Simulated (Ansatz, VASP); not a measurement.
## I: VASP beside Ansatz

```
I
1.0
     2.49296   -3.51295    0.00142
     2.49296    3.51295    0.00142
    -1.59056    0.00000    2.43957
I
1
Direct
  0.50000 0.50000 0.50000
```

Alike in both runs: task single point; functional PBEsol; k mesh 12 × 12 × 18; occupations gaussian, width 0.1 eV; no spin polarisation.

|  | VASP | Ansatz |
| --- | --- | --- |
| version | VASP 6.6.1 | Ansatz 0.2.0 |
| potentials or method | VASP PAW PBE potentials, release 64 (I), cutoff 500 eV | scalar-relativistic, plane waves, PAW |
| valence electrons in the cell | 7 | 17 |

VASP gave:

- gap on the k mesh at the Fermi level (eV): none
- pressure (GPa): -0.5
- traceless stress, the component that is largest in VASP (GPa): 0.54

Which values does Ansatz return?

gap on the k mesh at the Fermi level (eV): none; pressure (GPa): -0.5; traceless stress, the component that is largest in VASP (GPa): 0.52.

VASP's potentials were made for PBE, not for PBEsol. A gap of «none» marks a metal or a gap that the smearing closes. The functional is the same, so the differences come from potentials, cutoffs and numerics. VASP's potentials hold 7 valence electrons a cell and Ansatz's 17, so a difference there can come from the potentials and not from the codes.

Neither program's run includes spin-orbit coupling.
